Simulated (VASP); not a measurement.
Runs of VASP 6.6.1 on Bi. The structure is that of space group I4/mmm (No. 139), or close to it. The cells are those of the table. 

```tsv
cell	further INCAR settings	gap on the mesh (eV)	pressure (GPa)
a = 3.416 Å, angles 116.0, 116.0, 97.0°, 1 atom	ALGO = Fast; EDIFF = 1e-06; NBANDS = 14	none	-2.0
a = 3.436 Å, angles 113.7, 113.7, 101.2°, 1 atom	ALGO = Fast; EDIFF = 1e-06; NBANDS = 14	none	-4.1
a = 3.491 Å, angles 118.4, 118.4, 92.7°, 1 atom	ALGO = Fast; EDIFF = 1e-07; NBANDS = 14	none	-4.1
a = 3.423 Å, angles 111.6, 111.6, 105.4°, 1 atom	ALGO = Fast; EDIFF = 1e-06; NBANDS = 14	none	-4.3
a = 3.435 Å, angles 105.7, 105.7, 117.3°, 1 atom	ALGO = Fast; EDIFF = 1e-06; NBANDS = 14	none	-3.9
a = 3.380 Å, angles 107.5, 107.5, 113.5°, 1 atom	ALGO = Fast; EDIFF = 1e-06; NBANDS = 14	none	-2.2
a = 3.586 Å, angles 123.4, 123.4, 84.2°, 1 atom	ALGO = Fast; EDIFF = 1e-06; NBANDS = 14	none	-3.9
a = 3.210 Å, angles 113.7, 113.7, 101.2°, 1 atom	ALGO = Fast; EDIFF = 1e-06; NBANDS = 14	none	(a)
a = 3.261 Å, angles 118.4, 118.4, 92.7°, 1 atom	ALGO = Fast; EDIFF = 1e-06; NBANDS = 14	none	12.4
a = 3.380 Å, angles 111.6, 111.6, 105.4°, 1 atom	ALGO = Fast; EDIFF = 1e-06; NBANDS = 14	none	-2.2
a = 3.350 Å, angles 123.4, 123.4, 84.2°, 1 atom	ALGO = Fast; EDIFF = 1e-07; NBANDS = 14	none	12.8
a = 3.209 Å, angles 105.7, 105.7, 117.3°, 1 atom	ALGO = Fast; EDIFF = 1e-07; NBANDS = 14	none	12.8
```

Alike in all rows: task single point; level PBEsol+D3(BJ); potentials or basis VASP PAW PBE potentials, release 64 (Bi_d); no spin polarisation; k mesh 18 × 18 × 18; cutoff (eV) 520; smearing gaussian 0.15 eV.

Problem. Estimate the missing entries.

Solution. (a) 12.3.

Caveats: the PAW data sets were made with another functional, which shifts forces and pressure a little; spin-orbit coupling is left out, which moves the levels of the heavy elements; the cell stands under tension (at least some runs); the cell stands under pressure (at least some runs).

A k mesh can miss the band edges, and the runs leave out spin-orbit coupling on Bi.

A gap of «none» marks levels without a gap at the run's occupations.
